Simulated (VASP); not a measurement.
# NaF (Villiaumite): single point with PBE

NaF (Villiaumite):

```
Na F
1.0
     0.00000    2.29724    2.29724
     2.16768    0.00000    2.29724
     2.16768    2.29724    0.00000
Na F
1 1
Cartesian
  0.0000 0.0000 0.0000
  2.1677 2.2972 2.2972
```

This cell differs from its parent crystal: uniaxial x strain -5.6%.

* Program: VASP 6.6.1
* Task: single point
* Functional: PBE
* Potentials or basis: VASP PAW PBE potentials, release 64 (Na_pv, F)
* Cutoff: 520 eV
* k mesh: 10 × 10 × 10
* Occupations: fermi-dirac, width 0.02 eV
* Spin: no spin polarisation
* Dipole correction: no
* Further INCAR settings: ALGO = Normal; EDIFF = 1e-07; NBANDS = 14

```
Pressure               : 8.1 GPa
Band gap on the k mesh : 6.76 eV, direct
```

Stress tensor (GPa, compression positive):
```
13.99  0.00  0.00
 0.00  5.23  0.00
 0.00  0.00  5.23
```

Levels at points of the mesh, in eV from the valence-band top:
| k point | band 3 | band 4 | band 5 | band 6 | band 7 | band 8 | band 9 | band 10 | band 11 | band 12 |
| --- | --- | --- | --- | --- | --- | --- | --- | --- | --- | --- |
| (0.00, 0.00, 0.00) | -18.71 | -18.70 | -0.01 | -0.01 | 0.00 | 6.76 | 19.46 | 19.46 | 19.89 | 22.65 |
| (0.50, 0.00, 0.00) | -18.71 | -17.91 | -1.79 | -0.34 | -0.29 | 11.30 | 13.18 | 20.48 | 21.66 | 23.54 |
| (0.50, 0.50, 0.00) | -18.77 | -18.76 | -1.45 | -0.45 | -0.38 | 13.59 | 13.81 | 14.39 | 20.83 | 21.45 |
| (0.00, 0.50, 0.50) | -18.79 | -18.79 | -1.32 | -0.53 | -0.53 | 13.19 | 14.41 | 14.61 | 20.42 | 20.42 |

Run time: 9.2 s on 1 thread of Intel(R) Xeon(R) 6975P-C (Granite Rapids) (shared host), peak memory 0.15 GiB.

Caveat: the cell differs from its parent crystal (uniaxial x strain -5.6%). A k mesh can miss the band edges.
